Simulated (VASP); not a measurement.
Write the native input for VASP 6.6.1 that does the following.

```
Task                               : single point
Functional                         : HSE06
Potentials or basis                : VASP PAW PBE potentials, release 64 (K_sv, Cl)
Cutoff                             : 520 eV
k mesh                             : 6 × 6 × 6
Occupations                        : gaussian, width 0.01 eV
Spin                               : no spin polarisation
Dipole correction                  : no
Grid for exact exchange (PRECFOCK) : Normal
Further INCAR settings             : ALGO = Normal; EDIFF = 1e-06; NBANDS = 15
Share of exact exchange            : 0.25
Screening parameter                : 0.2079 1/Å
```

The system is KCl.

```
K Cl
1.0
     0.00000    3.26089    3.26089
     3.26089    0.00000    3.26089
     3.26089    3.26089    0.00000
K Cl
1 1
Direct
  0.00000 0.00000 0.00000
  0.50000 0.50000 0.50000
```

This cell differs from its parent crystal: strain +3.7%.

These files were run (other wordings do the same):

POSCAR

```
KCl
1.0
    0.0000000000      3.2608932252      3.2608932252
    3.2608932252      0.0000000000      3.2608932252
    3.2608932252      3.2608932252      0.0000000000
K Cl
1 1
Direct
    0.0000000000      0.0000000000      0.0000000000
    0.5000000000      0.5000000000      0.5000000000
```

INCAR.step1

```
SYSTEM = KCl
PREC = Accurate
ENCUT = 520
EDIFF = 1E-5
ISMEAR = 0
SIGMA = 0.01
LREAL = .False.
LASPH = .True.
NELM = 80
ALGO = Normal
ISIF = 2
LWAVE = .True.
GGA = PE
NBANDS = 15
```

INCAR.step2

```
SYSTEM = KCl
PREC = Accurate
ENCUT = 520
EDIFF = 1E-6
ISMEAR = 0
SIGMA = 0.01
LREAL = .False.
LASPH = .True.
NELM = 80
ALGO = Normal
ISIF = 2
LWAVE = .False.
LCHARG = .True.
GGA = PE
LHFCALC = .True.
HFSCREEN = 0.2079
PRECFOCK = Normal
LELF = .True.
LVHAR = .True.
ISTART = 1
NBANDS = 15
```

KPOINTS

```
regular mesh
0
Gamma
  6 6 6
  0 0 0
```

Potentials or basis: VASP PAW PBE potentials, release 64 (K_sv, Cl).

The run is started by

```bash
$ cat potpaw_PBE.64/K_sv/POTCAR potpaw_PBE.64/Cl/POTCAR > POTCAR
$ cp INCAR.step1 INCAR
$ mpirun -np 1 vasp_std > vasp.out
$ cp INCAR.step2 INCAR
$ mpirun -np 1 vasp_std > vasp.out
```

Results of the run:

The pressure is -1.2 GPa. The band gap on the k mesh is 6.12 eV.

Caveat: the cell differs from its parent crystal (strain +3.7%); the PAW data sets were made with another functional, which shifts forces and pressure a little.

Run time: 68 min on 1 thread of AMD EPYC 7R43 64-Core Processor (Zen 3), on a shared host, peak memory 0.29 GiB.
